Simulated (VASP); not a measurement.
# NiO (zincblende type) (F-43m) in VASP: a series of runs

NiO (zincblende type) is run at these levels: PBE; tasks: single point.

Program: VASP 6.6.1. These are calculated values, not measurements. Logs are shortened: lines on timing, memory, paths and dates and some standing lists are left out, and cuts for length are marked.

**1. The cell of the first run**

Symmetry: F-43m, No. 216, cubic system. The conventional cell has a = 4.405 Å, b = 4.405 Å, c = 4.405 Å, α = 90.00°, β = 90.00°, γ = 90.00°. Ni (site symmetry -43m) has 4 O at 1.91 Å within 2.5 Å. O (site symmetry -43m) has 4 Ni at 1.91 Å within 2.5 Å.

**2. Single point, PBE, collinear spin, ferromagnetic start (volume scaled by 0.95)**

Contents of INCAR:

```
PREC = Accurate
ENCUT = 520
EDIFF = 1E-7
ISMEAR = -1
SIGMA = 0.03
LREAL = False
LASPH = True
NELM = 150
ALGO = Normal
ISIF = 2
LWAVE = False
LCHARG = False
ISPIN = 2
MAGMOM = 1.5 0
LORBIT = 11
LMAXMIX = 4
GGA = PE
NBANDS = 19
```

Contents of KPOINTS:

```
regular mesh
0
Gamma
  14 14 14
```

Contents of POSCAR:

```
NiO
1.0
    0.0000000000      2.2027240222      2.2027240222
    2.2027240222      0.0000000000      2.2027240222
    2.2027240222      2.2027240222      0.0000000000
Ni O
1 1
Direct
    0.0000000000      0.0000000000      0.0000000000
    0.2500000000      0.2500000000      0.2500000000
```

Potentials or basis: VASP PAW PBE potentials, release 64 (Ni, O).

Started as:

```
$ cat potpaw_PBE.64/Ni/POTCAR potpaw_PBE.64/O/POTCAR > POTCAR
$ mpirun -np 1 vasp_std > vasp.out
```

OUTCAR:

```text
PREC = Accurate
   ENCUT = 520
   EDIFF = 1E-7
   ISMEAR = -1
   LREAL = False
   LASPH = True
   NELM = 150
   ISIF = 2
   ISPIN = 2
   LORBIT = 11
   GGA = PE

 ion  position               nearest neighbor table
   1  0.000  0.000  0.000-   2 1.91   2 1.91   2 1.91   2 1.91
   2  0.250  0.250  0.250-   1 1.91   1 1.91   1 1.91   1 1.91

  LATTYP: Found a face centered cubic cell.
 ALAT       =     4.4054480444

  Lattice vectors:

 A1 = (   0.0000000000,   2.2027240222,   2.2027240222)
 A2 = (   2.2027240222,   0.0000000000,   2.2027240222)
 A3 = (   2.2027240222,   2.2027240222,   0.0000000000)

Analysis of symmetry for initial positions (statically):
=====================================================================
 Subroutine PRICEL returns:
 Original cell was already a primitive cell.

 Routine SETGRP: Setting up the symmetry group for a
 face centered cubic supercell.

 Subroutine GETGRP returns: Found 24 space group operations
 (whereof 24 operations were pure point group operations)
 out of a pool of 48 trial point group operations.

The static configuration has the point symmetry T_d .

Analysis of symmetry for dynamics (positions and initial velocities):
=====================================================================
 Subroutine PRICEL returns:
 Original cell was already a primitive cell.

 Routine SETGRP: Setting up the symmetry group for a
 face centered cubic supercell.

 Subroutine GETGRP returns: Found 24 space group operations
 (whereof 24 operations were pure point group operations)
 out of a pool of 48 trial point group operations.

The dynamic configuration has the point symmetry T_d .

Analysis of structural, dynamic, and magnetic symmetry:
=====================================================================
 Subroutine PRICEL returns:
 Original cell was already a primitive cell.

 Routine SETGRP: Setting up the symmetry group for a
 face centered cubic supercell.

 Subroutine GETGRP returns: Found 24 space group operations
 (whereof 24 operations were pure point group operations)
 out of a pool of 48 trial point group operations.

The overall configuration has the point symmetry T_d .

 Subroutine INISYM returns: Found 24 space group operations
 (whereof 24 operations are pure point group operations),
 and found     1 'primitive' translations

----------------------------------------------------------------------------------------

                                     Primitive cell

  volume of cell :      21.3752

  direct lattice vectors                    reciprocal lattice vectors
     0.000000000  2.202724022  2.202724022    -0.226991668  0.226991668  0.226991668
     2.202724022  0.000000000  2.202724022     0.226991668 -0.226991668  0.226991668
     2.202724022  2.202724022  0.000000000     0.226991668  0.226991668 -0.226991668

  length of vectors
     3.115122186  3.115122186  3.115122186     0.393161102  0.393161102  0.393161102

  position of ions in fractional coordinates (direct lattice)
     0.000000000  0.000000000  0.000000000
     0.250000000  0.250000000  0.250000000

  ion indices of the primitive-cell ions
   primitive index   ion index
                 1           1
                 2           2

----------------------------------------------------------------------------------------

 KPOINTS: regular mesh

Automatic generation of k-mesh.
 Grid dimensions read from file:
 generate k-points for:   14   14   14

 Generating k-lattice:

  Cartesian coordinates                     Fractional coordinates (reciprocal lattice)
    -0.016213691  0.016213691  0.016213691     0.071428571  0.000000000  0.000000000
     0.016213691 -0.016213691  0.016213691     0.000000000  0.071428571  0.000000000
     0.016213691  0.016213691 -0.016213691     0.000000000  0.000000000  0.071428571

  Length of vectors
     0.028082936  0.028082936  0.028082936

  Shift w.r.t. Gamma in fractional coordinates (k-lattice)
     0.000000000  0.000000000  0.000000000

 Subroutine IBZKPT returns following result:
 ===========================================

 Found    104 irreducible k-points:

 Following reciprocal coordinates:
            Coordinates               Weight
  0.000000  0.000000  0.000000      1.000000
  0.071429  0.000000  0.000000      8.000000
  0.142857  0.000000  0.000000      8.000000
  0.214286  0.000000  0.000000      8.000000
  0.285714  0.000000  0.000000      8.000000
  0.357143  0.000000  0.000000      8.000000
[... 16 lines left out ...]
  0.214286  0.142857  0.000000     24.000000
  0.285714  0.142857  0.000000     24.000000
 [... further k-points ...]
   k-points           NKPTS =    104   k-points in BZ     NKDIM =    104   number of bands    NBANDS=     19
   number of dos      NEDOS =    301   number of ions     NIONS =      2
   total plane-waves  NPLWV =  13824
   dimension x,y,z NGX =    24 NGY =   24 NGZ =   24
   dimension x,y,z NGXF=    48 NGYF=   48 NGZF=   48
   ions per type =               1   1
   NGX,Y,Z   is equivalent  to a cutoff of  12.81, 12.81, 12.81 a.u.
   NGXF,Y,Z  is equivalent  to a cutoff of  25.62, 25.62, 25.62 a.u.
 SYSTEM =  unknown system
   PREC   = accura    normal or accurate (medium, high low for compatibility)
   ISTART =      0    job   : 0-new  1-cont  2-samecut
   ICHARG =      2    charge: 1-file 2-atom 10-const
   ISPIN  =      2    spin polarized calculation?
   LNONCOLLINEAR =      F non collinear calculations
   LSORBIT =      F    spin-orbit coupling
   LASPH  =      T    aspherical Exc in radial PAW
   ENCUT  =  520.0 eV  38.22 Ry    6.18 a.u.   5.79  5.79  5.79*2*pi/ulx,y,z
   NELM   =    150;   NELMIN=  2; NELMDL= -5     # of ELM steps
   EDIFF  = 0.1E-06   stopping-criterion for ELM
   LREAL  =      F    real-space projection
   EDIFFG = 0.1E-05   stopping-criterion for IOM
   NSW    =      0    number of steps for IOM
   IBRION =     -1    ionic relax: 0-MD 1-quasi-New 2-CG
   NFREE  =      0    steps in history (QN), initial steepest desc. (CG)
   ISIF   =      2    stress and relaxation
   ISYM   =      2    0-nonsym 1-usesym 2-fastsym
   POTIM  = 0.5000    time-step for ionic-motion
   TEBEG  =    0.0;   TEEND  =   0.0 temperature during run
   PSTRESS=    0.0 pullay stress
   NELECT =      16.0000    total number of electrons
   NUPDOWN=      -1.0000    fix difference up-down
   EMIN   =  10.00;   EMAX   =-10.00  energy-range for DOS
   EFERMI =   0.00;   METHOD = LEGACY
   ISMEAR =    -1;   SIGMA  =   0.03  broadening in eV -4-tet -1-fermi 0-gaus
   EFERMI_NEDOS =   21; number of points for ismear=-14 and -15
   IALGO  =     38    algorithm
   IMIX   =      4    mixing-type and parameters
     AMIX     =   0.40;   BMIX     =  1.00
     AMIX_MAG =   1.60;   BMIX_MAG =  1.00
  volume/ion in A,a.u.               =      10.69        72.12
  Fermi-wavevector in a.u.,A,eV,Ry     =   1.486431  2.808947 30.061759  2.209477
  Thomas-Fermi vector in A             =   2.599718
   LORBIT       =     11    0 simple, 1 ext, 2 COOP (PROOUT), +10 PAW based schemes
   GGA     = PE    functional components
   LHFCALC =     F    Hartree Fock is set to
   AEXX    =    0.0000 exact exchange contribution
   IVDW    =     0    specifies the selected vdW correction
   LEPSILON=     F    determine dielectric tensor
   LRPA    =     F    only Hartree local field effects (RPA)
 spin polarized calculation
  energy-cutoff  :      520.00
  volume of cell :       21.38
 maximum number of plane-waves:       588
   NGX = 11   NGY = 11   NGZ = 11

 number of electron      16.0000003 magnetization       1.8057613

 Free energy of the ion-electron system (eV)
  ---------------------------------------------------
  ext. energy  EPLUGINS =         0.00000000
  ---------------------------------------------------
  free energy    TOTEN  =       -11.56850864 eV

  energy without entropy =      -11.56346118  energy(sigma->0) =      -11.56598491

 E-fermi :   6.2291     XC(G=0): -11.5206

 val. band max:        6.2270301443   @ k =   0.2857   0.1429   0.0714
 cond. band min:       6.2396553848   @ k =   0.0714   0.0714   0.0000
 fundamental gap:      0.0126252404
 Fermi energy:         6.2290723396

 spin component 1

 k-point     1 :       0.0000    0.0000    0.0000
  band No.  band energies     occupation
      1     -14.1453      1.00000
      2      -0.0796      1.00000
      3      -0.0796      1.00000
      4      -0.0796      1.00000
      5       3.7489      1.00000
      6       3.7489      1.00000
[... 11 lines left out ...]
     18      29.8148      0.00000
     19      29.8148      0.00000
[... 485 lines left out ...]
 k-point    24 :       0.2857    0.1429    0.0000
  band No.  band energies     occupation
      1     -13.7263      1.00000
      2      -0.7907      1.00000
      3       0.1469      1.00000
      4       0.1866      1.00000
      5       3.4703      1.00000
      6       3.8452      1.00000
[... 11 lines left out ...]
     18      33.4531      0.00000
     19      34.5754      0.00000

 [... further k-points ...]

 spin component 2

 k-point     1 :       0.0000    0.0000    0.0000
  band No.  band energies     occupation
      1     -13.5886      1.00000
      2       0.8548      1.00000
      3       0.8549      1.00000
      4       0.8549      1.00000
      5       4.7749      1.00000
      6       4.7749      1.00000
[... 11 lines left out ...]
     18      30.0625      0.00000
     19      30.0625      0.00000
[... 485 lines left out ...]
 k-point    24 :       0.2857    0.1429    0.0000
  band No.  band energies     occupation
      1     -13.1431      1.00000
      2      -0.1290      1.00000
      3       1.0108      1.00000
      4       1.0579      1.00000
      5       4.5770      1.00000
      6       4.9019      1.00000
[... 11 lines left out ...]
     18      33.7030      0.00000
     19      34.8600      0.00000

 [... further k-points ...]

------------------------ aborting loop because EDIFF is reached ----------------------------------------

  FORCE on cell =-STRESS in cart. coord.  units (eV):
  Direction    XX          YY          ZZ          XY          YZ          ZX
  --------------------------------------------------------------------------------------
  -------------------------------------------------------------------------------------
  Total        1.1084822      1.1084822      1.1084822     -0.0000000     -0.0000000     -0.0000000
  in kB       83.0862262     83.0862262     83.0862262     -0.0000000     -0.0000000     -0.0000000
  external PRESSURE =      83.0862262 kB  Pullay stress =       0.0000000 kB

 VOLUME and BASIS-vectors are now :
 -----------------------------------------------------------------------------
  energy-cutoff  :      520.00
  volume of cell :       21.38
      direct lattice vectors                 reciprocal lattice vectors
     0.000000000  2.202724022  2.202724022    -0.226991668  0.226991668  0.226991668
     2.202724022  0.000000000  2.202724022     0.226991668 -0.226991668  0.226991668
     2.202724022  2.202724022  0.000000000     0.226991668  0.226991668 -0.226991668

 POSITION                                       TOTAL-FORCE (eV/Angst)
 -----------------------------------------------------------------------------------
      0.00000      0.00000      0.00000         0.000000     -0.000000     -0.000000
      1.10136      1.10136      1.10136        -0.000000      0.000000      0.000000
 -----------------------------------------------------------------------------------
    total drift:                                0.000000      0.000000      0.000001

  FREE ENERGIE OF THE ION-ELECTRON SYSTEM (eV)
  ---------------------------------------------------
  free  energy   TOTEN  =       -11.5685086364 eV

  energy  without entropy=      -11.5634611759  energy(sigma->0) =      -11.56598491

 total charge

# of ion       s       p       d       tot
------------------------------------------
    1        0.399   0.529   8.279   9.207
    2        1.557   3.440   0.000   4.997
--------------------------------------------------
tot          1.956   3.968   8.279  14.204

 magnetization (x)

# of ion       s       p       d       tot
------------------------------------------
    1        0.003   0.042   1.374   1.419
    2        0.016   0.320   0.000   0.336
--------------------------------------------------
tot          0.019   0.362   1.374   1.754
```

Wall time 40 s (1 thread of Intel Xeon Platinum 8488C (Sapphire Rapids), shared host); peak memory 0.19 GiB.

Results:

```yaml
Free_energy: -11.5685 eV
Pressure: 8.3 GPa
Net_moment: 1.81 μB per cell
Site_moments: Ni +1.42; O +0.34 μB
Valence_electrons_inside_the_program's_atomic_spheres: Ni 9.21; O 5.00
```

Caveat: a cell with one magnetic atom can't hold antiferromagnetic order, which such compounds often take; semilocal functionals often make such compounds metallic where correlation or magnetic order opens a gap, which also shifts bond lengths.

**3. Single point, PBE, collinear spin, ferromagnetic start (volume scaled by 0.975)**

Contents of INCAR:

```
PREC = Accurate
ENCUT = 520
EDIFF = 1E-7
ISMEAR = -1
SIGMA = 0.03
LREAL = F
LASPH = T
NELM = 150
ALGO = Normal
ISIF = 2
LWAVE = F
LCHARG = F
ISPIN = 2
MAGMOM = 1.5 0
LORBIT = 11
LMAXMIX = 4
GGA = PE
NBANDS = 19
```

KPOINTS is that of step 2.

Contents of POSCAR:

```
NiO
1.0
    0.0000000000      2.2218791056      2.2218791056
    2.2218791056      0.0000000000      2.2218791056
    2.2218791056      2.2218791056      0.0000000000
Ni O
1 1
Direct
    0.0000000000      0.0000000000      0.0000000000
    0.2500000000      0.2500000000      0.2500000000
```

Potentials or basis: VASP PAW PBE potentials, release 64 (Ni, O).

Started as:

```
$ cat potpaw_PBE.64/Ni/POTCAR potpaw_PBE.64/O/POTCAR > POTCAR
$ mpirun -np 1 vasp_std > vasp.out
```

Run time: 42 s. Hardware: 1 thread of Intel Xeon Platinum 8488C (Sapphire Rapids), shared host; peak memory 0.19 GiB.

The run converged. Its results:

- Free energy: -11.5904 eV
- Pressure: 4.0 GPa
- Net moment: 1.86 μB per cell
- Site moments: Ni +1.46; O +0.35 μB
- Valence electrons inside the program's atomic spheres: Ni 9.15; O 4.99

Levels at points of the mesh, in eV from the Fermi level:
Spin up:
```
           k point  band 7  band 8  band 9  band 10  band 11  band 12
(0.00, 0.00, 0.00)    0.23    0.23    0.23     0.48    14.46    14.46
(0.50, 0.00, 0.00)   -2.37   -0.62   -0.62     5.98     7.42    13.96
(0.50, 0.50, 0.00)   -1.85   -1.85   -1.76     5.45    10.22    11.28
```
Spin down:
```tsv
k point	band 3	band 4	band 5	band 6	band 7	band 8	band 9	band 10	band 11	band 12
(0.00, 0.00, 0.00)	-5.17	-5.17	-1.40	-1.40	0.78	1.79	1.79	1.79	14.72	14.72
(0.50, 0.00, 0.00)	-4.92	-4.92	-1.19	-1.19	-0.79	0.86	0.86	6.28	7.91	14.28
(0.50, 0.50, 0.00)	-4.56	-4.56	-1.62	-1.08	-0.76	-0.13	-0.13	5.93	10.82	11.55
```

Caveat: a cell with one magnetic atom can't hold antiferromagnetic order, which such compounds often take; semilocal functionals often make such compounds metallic where correlation or magnetic order opens a gap, which also shifts bond lengths.

[end of part 1 of 2]
